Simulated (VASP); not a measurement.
# Cd (P6_3/mmc) in VASP: density of states with PBE

Aim: the density of states of Cd with PBE.

All numbers are computed with VASP 6.6.1; they aren't measurements. Logs are shortened: lines on timing, memory, paths and dates and some standing lists are left out, and cuts for length are marked.

**1. The cell of the first run**

The structure is hexagonal, space group P6_3/mmc (No. 194). The conventional cell has a = 3.043 Å, b = 3.043 Å, c = 5.657 Å, α = 90.00°, β = 90.00°, γ = 120.00°. Cd (site symmetry -6m2) has 12 Cd at 3.04 to 3.33 Å within 4.0 Å.

**2. Density of states, PBE**

Input file POSCAR:

```
Cd
1.0
    3.0432828609      0.0000000000      0.0000000000
   -1.5216414304      2.6355602684      0.0000000000
    0.0000000000      0.0000000000      5.6565738789
Cd
2
Direct
    0.3333333333      0.6666666667      0.7500000000
    0.6666666667      0.3333333333      0.2500000000
```

Input file INCAR.step1:

```
  ALGO = Normal
  EDIFF = 1E-6
  ENCUT = 520
  GGA = PE
  ISIF = 2
  ISMEAR = 0
  LASPH = True
  LCHARG = True
  LREAL = False
  LWAVE = False
  NBANDS = 19
  NELM = 80
  PREC = Accurate
  SIGMA = 0.05
```

Input file KPOINTS.step1:

```
k-points
0
Gamma
  16 16 8
```

Input file INCAR.step2:

```
  ALGO = Normal
  EDIFF = 1E-6
  ENCUT = 520
  GGA = PE
  ICHARG = 11
  ISIF = 2
  ISMEAR = -5
  LASPH = True
  LCHARG = False
  LORBIT = 11
  LREAL = False
  LWAVE = False
  NBANDS = 19
  NEDOS = 2001
  NELM = 80
  PREC = Accurate
  SIGMA = 0.05
```

Input file KPOINTS.step2:

```
k-points
0
Gamma
  24 24 12
```

Potentials or basis: VASP PAW PBE potentials, release 64 (Cd).

The run is started by

```console
$ cat potpaw_PBE.64/Cd/POTCAR > POTCAR
$ cp INCAR.step1 INCAR
$ cp KPOINTS.step1 KPOINTS
$ mpirun -np 1 vasp_std > vasp.out
$ cp INCAR.step2 INCAR
$ cp KPOINTS.step2 KPOINTS
$ mpirun -np 1 vasp_std > vasp.out
```

OUTCAR:

```text
EDIFF = 1E-6
   ENCUT = 520
   GGA = PE
   ICHARG = 11
   ISIF = 2
   ISMEAR = -5
   LASPH = True
   LORBIT = 11
   LREAL = False
   NELM = 80
   PREC = Accurate

 ion  position               nearest neighbor table
   1  0.333  0.667  0.750-   2 3.33   2 3.33   2 3.33   2 3.33   2 3.33   2 3.33
   2  0.667  0.333  0.250-   1 3.33   1 3.33   1 3.33   1 3.33   1 3.33   1 3.33

  LATTYP: Found a hexagonal cell.
 ALAT       =     3.0432828609
 C/A-ratio  =     1.8587078945

  Lattice vectors:

 A1 = (   3.0432828609,   0.0000000000,   0.0000000000)
 A2 = (  -1.5216414304,   2.6355602684,   0.0000000000)
 A3 = (   0.0000000000,   0.0000000000,   5.6565738789)

Analysis of symmetry for initial positions (statically):
=====================================================================
 Subroutine PRICEL returns:
 Original cell was already a primitive cell.

 Routine SETGRP: Setting up the symmetry group for a
 hexagonal supercell.

 Subroutine GETGRP returns: Found 24 space group operations
 (whereof 12 operations were pure point group operations)
 out of a pool of 24 trial point group operations.

The static configuration has the point symmetry D_3d.
 The point group associated with its full space group is D_6h.

Analysis of symmetry for dynamics (positions and initial velocities):
=====================================================================
 Subroutine PRICEL returns:
 Original cell was already a primitive cell.

 Routine SETGRP: Setting up the symmetry group for a
 hexagonal supercell.

 Subroutine GETGRP returns: Found 24 space group operations
 (whereof 12 operations were pure point group operations)
 out of a pool of 24 trial point group operations.

The dynamic configuration has the point symmetry D_3d.
 The point group associated with its full space group is D_6h.

 Subroutine INISYM returns: Found 24 space group operations
 (whereof 12 operations are pure point group operations),
 and found     1 'primitive' translations

----------------------------------------------------------------------------------------

                                     Primitive cell

  volume of cell :      45.3700

  direct lattice vectors                    reciprocal lattice vectors
     3.043282861  0.000000000  0.000000000     0.328592525  0.189712983  0.000000000
    -1.521641430  2.635560268  0.000000000     0.000000000  0.379425966  0.000000000
     0.000000000  0.000000000  5.656573879     0.000000000  0.000000000  0.176785457

[... 90 lines left out ...]
   NFREE  =      0    steps in history (QN), initial steepest desc. (CG)
   ISIF   =      2    stress and relaxation
   ISYM   =      2    0-nonsym 1-usesym 2-fastsym
   POTIM  = 0.5000    time-step for ionic-motion
   TEBEG  =    0.0;   TEEND  =   0.0 temperature during run
   PSTRESS=    0.0 pullay stress
   NELECT =      24.0000    total number of electrons
   NUPDOWN=      -1.0000    fix difference up-down
   EMIN   =  10.00;   EMAX   =-10.00  energy-range for DOS
   EFERMI =   0.00;   METHOD = LEGACY
   ISMEAR =    -5;   SIGMA  =   0.05  broadening in eV -4-tet -1-fermi 0-gaus
   EFERMI_NEDOS =   21; number of points for ismear=-14 and -15
   IALGO  =     38    algorithm
   IMIX   =      4    mixing-type and parameters
     AMIX     =   0.40;   BMIX     =  1.00
     AMIX_MAG =   1.60;   BMIX_MAG =  1.00
  volume/ion in A,a.u.               =      22.68       153.09
  Fermi-wavevector in a.u.,A,eV,Ry     =   1.324003  2.502003 23.850798  1.752984
  Thomas-Fermi vector in A             =   2.453570
   LORBIT       =     11    0 simple, 1 ext, 2 COOP (PROOUT), +10 PAW based schemes
   GGA     = PE    functional components
   LHFCALC =     F    Hartree Fock is set to
   AEXX    =    0.0000 exact exchange contribution
   IVDW    =     0    specifies the selected vdW correction
   LEPSILON=     F    determine dielectric tensor
   LRPA    =     F    only Hartree local field effects (RPA)
 non-spin polarized calculation
 Fermi weights with tetrahedron method with Bloechl corrections
  energy-cutoff  :      520.00
  volume of cell :       45.37
 maximum number of plane-waves:      1244
 NGX is ok and might be reduce to    24

 number of electron      24.0000001 magnetization

 Free energy of the ion-electron system (eV)
  ---------------------------------------------------
  ext. energy  EPLUGINS =         0.00000000
  ---------------------------------------------------
  free energy    TOTEN  =        -1.49065074 eV

  energy without entropy =       -1.49065074  energy(sigma->0) =       -1.49065074

 E-fermi :   2.6578     XC(G=0): -10.7760

 val. band max:        2.8192738866   @ k =   0.3333   0.3333   0.2500
 cond. band min:       2.5451559867   @ k =   0.5000   0.0000   0.5000
 fundamental gap:     -0.2741178999
 Fermi energy:         2.6577771369

 k-point     1 :       0.0000    0.0000    0.0000
  band No.  band energies     occupation
      1      -7.0398      2.00000
      2      -6.7878      2.00000
      3      -6.5007      2.00000
      4      -6.5007      2.00000
      5      -6.4521      2.00000
      6      -6.4521      2.00000
[... 505 lines left out ...]
      6      -6.1980      2.00000
[... 11 lines left out ...]
     18      14.6296      0.00000
     19      15.2050      0.00000

 [... further k-points ...]

------------------------ aborting loop because EDIFF is reached ----------------------------------------

  FORCE on cell =-STRESS in cart. coord.  units (eV):
  Direction    XX          YY          ZZ          XY          YZ          ZX
  --------------------------------------------------------------------------------------
  -------------------------------------------------------------------------------------
  Total       -0.0058403     -0.0058403      0.2441620     -0.0000000      0.0000000      0.0000000
  in kB       -0.2062420     -0.2062420      8.6222361     -0.0000000      0.0000000      0.0000000
  external PRESSURE =       2.7365840 kB  Pullay stress =       0.0000000 kB

 VOLUME and BASIS-vectors are now :
 -----------------------------------------------------------------------------
  energy-cutoff  :      520.00
  volume of cell :       45.37
      direct lattice vectors                 reciprocal lattice vectors
     3.043282861  0.000000000  0.000000000     0.328592525  0.189712983  0.000000000
    -1.521641430  2.635560268  0.000000000     0.000000000  0.379425966  0.000000000
     0.000000000  0.000000000  5.656573879     0.000000000  0.000000000  0.176785457

 POSITION                                       TOTAL-FORCE (eV/Angst)
 -----------------------------------------------------------------------------------
     -0.00000      1.75704      4.24243        -0.000000     -0.000000      0.000000
      1.52164      0.87852      1.41414         0.000000      0.000000     -0.000000
 -----------------------------------------------------------------------------------
    total drift:                                0.000000     -0.000000      0.000000

  FREE ENERGIE OF THE ION-ELECTRON SYSTEM (eV)
  ---------------------------------------------------
  free  energy   TOTEN  =        -1.4906507426 eV

  energy  without entropy=       -1.4906507426  energy(sigma->0) =       -1.49065074

 total charge

# of ion       s       p       d       tot
------------------------------------------
    1        0.525   0.282   9.487  10.294
    2        0.525   0.282   9.487  10.294
--------------------------------------------------
tot          1.049   0.564  18.975  20.587
```

OUTCAR.step1:

```text
EDIFF = 1E-6
   ENCUT = 520
   GGA = PE
   ISIF = 2
   ISMEAR = 0
[... 753 lines left out ...]
 -----------------------------------------------------------------------------------
     -0.00000      1.75704      4.24243        -0.000000      0.000000      0.000000
      1.52164      0.87852      1.41414         0.000000     -0.000000      0.000000
 -----------------------------------------------------------------------------------
    total drift:                                0.000000     -0.000000      0.000000

  FREE ENERGIE OF THE ION-ELECTRON SYSTEM (eV)
  ---------------------------------------------------
  free  energy   TOTEN  =        -1.4989380522 eV

  energy  without entropy=       -1.4986936301  energy(sigma->0) =       -1.49881584
```

It took 2.6 min on 1 thread of Intel Xeon 6975P-C, shared host; peak memory 0.4 GiB.

What came out:

```yaml
Valence_electrons_inside_the_program's_atomic_spheres: Cd 10.29
```

Levels at points of the mesh, in eV from the Fermi level:
```csv
k point,band 8,band 9,band 10,band 11,band 12,band 13,band 14,band 15,band 16,band 17
"(0.00, 0.00, 0.00)",-8.71,-8.57,-8.47,-8.47,-2.94,-2.80,10.61,14.07,14.07,14.08
"(0.50, 0.00, 0.00)",-8.49,-8.25,-8.23,-2.28,-1.93,1.94,2.94,2.96,5.11,7.96
"(0.00, 0.00, 0.50)",-8.58,-8.58,-8.58,-7.12,-7.12,3.78,3.78,14.40,14.40,15.02
"(0.50, 0.00, 0.50)",-8.47,-8.24,-8.24,-1.45,-1.45,-0.11,-0.11,7.97,7.97,9.55
```

Caveat: tetrahedron occupations give inexact forces and stress in metals.
